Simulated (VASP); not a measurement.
# B4Ru (P6/mmm) in VASP: a series of runs

Runs on B4Ru. Level: PBE. Tasks: single point, relaxation of cell and atoms.

Everything below comes from runs of VASP 6.6.1. Logs are shortened: lines on timing, memory, paths and dates and some standing lists are left out, and cuts for length are marked.

## (1) The cell of the first run

Symmetry: P6/mmm, No. 191, hexagonal system. The conventional cell has a = 2.967 Å, b = 2.967 Å, c = 5.585 Å, α = 90.00°, β = 90.00°, γ = 120.00°. Within 2.0 Å of B (site symmetry mmm) lie 6 B at 1.48 Å. Within 2.0 Å of B (site symmetry 6/mmm) lie 6 B at 1.48 Å. Ru (site symmetry 6/mmm) has 14 B at 2.79 to 3.16 Å and 6 Ru at 2.97 Å within 3.7 Å.

## (2) Single point, PBE

Input file INCAR:

```
PREC = Accurate
ENCUT = 520
EDIFF = 1E-7
ISMEAR = 0
SIGMA = 0.1
LREAL = F
LASPH = T
NELM = 80
ALGO = Normal
ISIF = 2
LWAVE = F
LCHARG = F
GGA = PE
NBANDS = 21
```

Input file KPOINTS:

```
regular mesh
0
Gamma
  6 6 4
```

Input file POSCAR:

```
B4Ru
1.0
    2.9672331100      0.0000000000      0.0000000000
   -1.4836165600      2.5696992600      0.0000000000
    0.0000000000      0.0000000000      5.5853599400
B Ru
4 1
Direct
    0.5000000000      0.0000000000      0.0000000000
    0.0000000000      0.5000000000      0.0000000000
    0.5000000000      0.5000000000      0.0000000000
    0.0000000000      0.0000000000      0.0000000000
    0.0000000000      0.0000000000      0.5000000000
```

Potentials or basis: VASP PAW PBE potentials, release 64 (B, Ru_pv).

On the command line:

```
$ cat potpaw_PBE.64/B/POTCAR potpaw_PBE.64/Ru_pv/POTCAR > POTCAR
$ mpirun -np 1 vasp_std > vasp.out
```

OUTCAR:

```text
PREC = Accurate
   ENCUT = 520
   EDIFF = 1E-7
   ISMEAR = 0
   LREAL = F
   LASPH = T
   NELM = 80
   ISIF = 2
   GGA = PE

 ion  position               nearest neighbor table
   1  0.500  0.000  0.000-   4 1.48   4 1.48   2 1.48   2 1.48   3 1.48   3 1.48
   2  0.000  0.500  0.000-   3 1.48   3 1.48   1 1.48   1 1.48   4 1.48   4 1.48
   3  0.500  0.500  0.000-   2 1.48   2 1.48   4 1.48   4 1.48   1 1.48   1 1.48
   4  0.000  0.000  0.000-   1 1.48   1 1.48   3 1.48   3 1.48   2 1.48   2 1.48
   5  0.000  0.000  0.500-

  LATTYP: Found a hexagonal cell.
 ALAT       =     2.9672331100
 C/A-ratio  =     1.8823461902

  Lattice vectors:

 A1 = (   2.9672331100,   0.0000000000,   0.0000000000)
 A2 = (  -1.4836165600,   2.5696992600,   0.0000000000)
 A3 = (   0.0000000000,   0.0000000000,   5.5853599400)

Analysis of symmetry for initial positions (statically):
=====================================================================
 Subroutine PRICEL returns:
 Original cell was already a primitive cell.

 Routine SETGRP: Setting up the symmetry group for a
 hexagonal supercell.

 Subroutine GETGRP returns: Found 24 space group operations
 (whereof 24 operations were pure point group operations)
 out of a pool of 24 trial point group operations.

The static configuration has the point symmetry D_6h.

Analysis of symmetry for dynamics (positions and initial velocities):
=====================================================================
 Subroutine PRICEL returns:
 Original cell was already a primitive cell.

 Routine SETGRP: Setting up the symmetry group for a
 hexagonal supercell.

 Subroutine GETGRP returns: Found 24 space group operations
 (whereof 24 operations were pure point group operations)
 out of a pool of 24 trial point group operations.

The dynamic configuration has the point symmetry D_6h.

 Subroutine INISYM returns: Found 24 space group operations
 (whereof 24 operations are pure point group operations),
 and found     1 'primitive' translations

----------------------------------------------------------------------------------------

                                     Primitive cell

  volume of cell :      42.5878

  direct lattice vectors                    reciprocal lattice vectors
     2.967233110  0.000000000  0.000000000     0.337014304  0.194575299  0.000000000
    -1.483616560  2.569699260  0.000000000     0.000000000  0.389150597  0.000000000
     0.000000000  0.000000000  5.585359940     0.000000000  0.000000000  0.179039491

  length of vectors
     2.967233110  2.967233119  5.585359940     0.389150598  0.389150597  0.179039491

  position of ions in fractional coordinates (direct lattice)
     0.500000000  0.000000000  0.000000000
     0.000000000  0.500000000  0.000000000
     0.500000000  0.500000000  0.000000000
     0.000000000  0.000000000  0.000000000
     0.000000000  0.000000000  0.500000000

  ion indices of the primitive-cell ions
   primitive index   ion index
                 1           1
                 2           2
                 3           3
                 4           4
                 5           5

----------------------------------------------------------------------------------------

 KPOINTS: regular mesh

Automatic generation of k-mesh.
 Grid dimensions read from file:
 generate k-points for:    6    6    4

 Generating k-lattice:

  Cartesian coordinates                     Fractional coordinates (reciprocal lattice)
     0.056169051  0.032429216  0.000000000     0.166666667  0.000000000  0.000000000
     0.000000000  0.064858433  0.000000000     0.000000000  0.166666667  0.000000000
     0.000000000  0.000000000  0.044759873     0.000000000  0.000000000  0.250000000

  Length of vectors
     0.064858433  0.064858433  0.044759873

  Shift w.r.t. Gamma in fractional coordinates (k-lattice)
     0.000000000  0.000000000  0.000000000

 Subroutine IBZKPT returns following result:
 ===========================================

 Found     21 irreducible k-points:

 Following reciprocal coordinates:
            Coordinates               Weight
  0.000000  0.000000  0.000000      1.000000
  0.166667  0.000000  0.000000      6.000000
  0.333333  0.000000  0.000000      6.000000
  0.500000  0.000000  0.000000      3.000000
  0.166667  0.166667  0.000000      6.000000
  0.333333  0.166667  0.000000     12.000000
[... 13 lines left out ...]
  0.333333  0.166667  0.500000     12.000000
  0.333333  0.333333  0.500000      2.000000
   k-points           NKPTS =     21   k-points in BZ     NKDIM =     21   number of bands    NBANDS=     21
   number of dos      NEDOS =    301   number of ions     NIONS =      5
   total plane-waves  NPLWV =  24192
   dimension x,y,z NGX =    24 NGY =   24 NGZ =   42
   dimension x,y,z NGXF=    48 NGYF=   48 NGZF=   84
   ions per type =               4   1
   NGX,Y,Z   is equivalent  to a cutoff of  13.45, 13.45, 12.50 a.u.
   NGXF,Y,Z  is equivalent  to a cutoff of  26.89, 26.89, 25.00 a.u.
 SYSTEM =  unknown system
   PREC   = accura    normal or accurate (medium, high low for compatibility)
   ISTART =      0    job   : 0-new  1-cont  2-samecut
   ICHARG =      2    charge: 1-file 2-atom 10-const
   ISPIN  =      1    spin polarized calculation?
   LNONCOLLINEAR =      F non collinear calculations
   LSORBIT =      F    spin-orbit coupling
   LASPH  =      T    aspherical Exc in radial PAW
   ENCUT  =  520.0 eV  38.22 Ry    6.18 a.u.   5.52  5.52 10.39*2*pi/ulx,y,z
   NELM   =     80;   NELMIN=  2; NELMDL= -5     # of ELM steps
   EDIFF  = 0.1E-06   stopping-criterion for ELM
   LREAL  =      F    real-space projection
   EDIFFG = 0.1E-05   stopping-criterion for IOM
   NSW    =      0    number of steps for IOM
   IBRION =     -1    ionic relax: 0-MD 1-quasi-New 2-CG
   NFREE  =      0    steps in history (QN), initial steepest desc. (CG)
   ISIF   =      2    stress and relaxation
   ISYM   =      2    0-nonsym 1-usesym 2-fastsym
   POTIM  = 0.5000    time-step for ionic-motion
   TEBEG  =    0.0;   TEEND  =   0.0 temperature during run
   PSTRESS=    0.0 pullay stress
   NELECT =      26.0000    total number of electrons
   NUPDOWN=      -1.0000    fix difference up-down
   EMIN   =  10.00;   EMAX   =-10.00  energy-range for DOS
   EFERMI =   0.00;   METHOD = LEGACY
   ISMEAR =     0;   SIGMA  =   0.10  broadening in eV -4-tet -1-fermi 0-gaus
   EFERMI_NEDOS =   21; number of points for ismear=-14 and -15
   IALGO  =     38    algorithm
   IMIX   =      4    mixing-type and parameters
     AMIX     =   0.40;   BMIX     =  1.00
     AMIX_MAG =   1.60;   BMIX_MAG =  1.00
  volume/ion in A,a.u.               =       8.52        57.48
  Fermi-wavevector in a.u.,A,eV,Ry     =   1.388793  2.624439 26.242189  1.928746
  Thomas-Fermi vector in A             =   2.512885
   LORBIT       =      0    0 simple, 1 ext, 2 COOP (PROOUT), +10 PAW based schemes
   GGA     = PE    functional components
   LHFCALC =     F    Hartree Fock is set to
   AEXX    =    0.0000 exact exchange contribution
   IVDW    =     0    specifies the selected vdW correction
   LEPSILON=     F    determine dielectric tensor
   LRPA    =     F    only Hartree local field effects (RPA)
 non-spin polarized calculation
 Gauss-broadening in eV      SIGMA  =   0.10
  energy-cutoff  :      520.00
  volume of cell :       42.59
 maximum number of plane-waves:      1172
 NGX is ok and might be reduce to    24
   NGX = 11   NGY = 11   NGZ = 21

 number of electron      26.0000000 magnetization

 Free energy of the ion-electron system (eV)
  ---------------------------------------------------
  ext. energy  EPLUGINS =         0.00000000
  ---------------------------------------------------
  free energy    TOTEN  =       -25.16826449 eV

  energy without entropy =      -25.13863018  energy(sigma->0) =      -25.15344734

 E-fermi :   8.5923     XC(G=0): -12.0523

 val. band max:        8.5386720394   @ k =   0.3333   0.0000   0.2500
 cond. band min:       8.6018060592   @ k =   0.3333   0.0000   0.2500
 fundamental gap:      0.0631340198
 Fermi energy:         8.5922798610

 k-point     1 :       0.0000    0.0000    0.0000
  band No.  band energies     occupation
      1     -33.3960      2.00000
      2     -33.2238      2.00000
      3     -33.2238      2.00000
      4     -11.8623      2.00000
      5      -3.1316      2.00000
      6      -3.1316      2.00000
[... 13 lines left out ...]
     20      16.2546      0.00000
     21      16.2546      0.00000

 k-point     2 :       0.1667    0.0000    0.0000
  band No.  band energies     occupation
      1     -33.3865      2.00000
      2     -33.2960      2.00000
      3     -33.2414      2.00000
      4     -11.5051      2.00000
      5      -4.2312      2.00000
      6      -2.9994      2.00000
[... 13 lines left out ...]
     20      15.2095      0.00000
     21      15.4673      0.00000

 k-point     3 :       0.3333    0.0000    0.0000
  band No.  band energies     occupation
      1     -33.4385      2.00000
      2     -33.3674      2.00000
      3     -33.2765      2.00000
      4     -10.4454      2.00000
      5      -6.5074      2.00000
      6      -2.7268      2.00000
[... 13 lines left out ...]
     20      16.8856      0.00000
     21      17.7925      0.00000
[... 385 lines left out ...]
 k-point    20 :       0.3333    0.1667    0.5000
  band No.  band energies     occupation
      1     -33.4728      2.00000
      2     -33.3579      2.00000
      3     -33.3307      2.00000
      4      -9.3853      2.00000
      5      -7.3748      2.00000
      6      -5.3146      2.00000
[... 13 lines left out ...]
     20      18.3711      0.00000
     21      18.4097      0.00000

 k-point    21 :       0.3333    0.3333    0.5000
  band No.  band energies     occupation
      1     -33.4241      2.00000
      2     -33.4241      2.00000
      3     -33.3531      2.00000
      4      -7.6925      2.00000
      5      -7.6388      2.00000
      6      -7.6388      2.00000
[... 13 lines left out ...]
     20      16.9582      0.00000
     21      19.0301      0.00000

------------------------ aborting loop because EDIFF is reached ----------------------------------------

  FORCE on cell =-STRESS in cart. coord.  units (eV):
  Direction    XX          YY          ZZ          XY          YZ          ZX
  --------------------------------------------------------------------------------------
  -------------------------------------------------------------------------------------
  Total       32.2612888     32.2612890     -0.8175847     -0.0000001      0.0000000      0.0000000
  in kB     1213.6882943   1213.6883016    -30.7580094     -0.0000024      0.0000000      0.0000000
  external PRESSURE =     798.8728622 kB  Pullay stress =       0.0000000 kB

 VOLUME and BASIS-vectors are now :
 -----------------------------------------------------------------------------
  energy-cutoff  :      520.00
  volume of cell :       42.59
      direct lattice vectors                 reciprocal lattice vectors
     2.967233110  0.000000000  0.000000000     0.337014304  0.194575299  0.000000000
    -1.483616560  2.569699260  0.000000000     0.000000000  0.389150597  0.000000000
     0.000000000  0.000000000  5.585359940     0.000000000  0.000000000  0.179039491

 POSITION                                       TOTAL-FORCE (eV/Angst)
 -----------------------------------------------------------------------------------
      1.48362      0.00000      0.00000         0.000000      0.000000      0.000000
     -0.74181      1.28485      0.00000        -0.000000      0.000000      0.000000
      0.74181      1.28485      0.00000         0.000000      0.000000      0.000000
      0.00000      0.00000      0.00000        -0.000000      0.000000      0.000000
      0.00000      0.00000      2.79268        -0.000000      0.000000      0.000000
 -----------------------------------------------------------------------------------
    total drift:                                0.000000     -0.000000      0.000000

  FREE ENERGIE OF THE ION-ELECTRON SYSTEM (eV)
  ---------------------------------------------------
  free  energy   TOTEN  =       -25.1682644899 eV

  energy  without entropy=      -25.1386301848  energy(sigma->0) =      -25.15344734
```

It took 23 s on 1 thread of Intel Xeon Platinum 8488C (Sapphire Rapids), shared host; peak memory 0.16 GiB.

Results:

- Free energy: -25.1683 eV
- Pressure: 79.9 GPa
- Band gap on the k mesh: zero (band 13 reaches 9.32 eV, above the bottom of band 14 at 7.74 eV)

Stress tensor (GPa, compression positive):
```
121.37   0.00   0.00
  0.00 121.37   0.00
  0.00   0.00  -3.08
```

Levels at points of the mesh, in eV from the Fermi level:
| k point | band 11 | band 12 | band 13 | band 14 | band 15 | band 16 |
| --- | --- | --- | --- | --- | --- | --- |
| (0.00, 0.00, 0.00) | -1.03 | -1.03 | 0.35 | 0.35 | 4.36 | 4.36 |
| (0.50, 0.00, 0.00) | -0.95 | -0.56 | -0.29 | 1.50 | 2.03 | 4.67 |
| (0.00, 0.00, 0.50) | -1.03 | 0.40 | 0.41 | 0.41 | 1.40 | 4.17 |
| (0.50, 0.00, 0.50) | -2.17 | -0.07 | 0.73 | 1.51 | 3.63 | 4.67 |

Caveat: the k points lie up to 0.41 Å⁻¹ apart.

(Continued in part 2 of 2.)
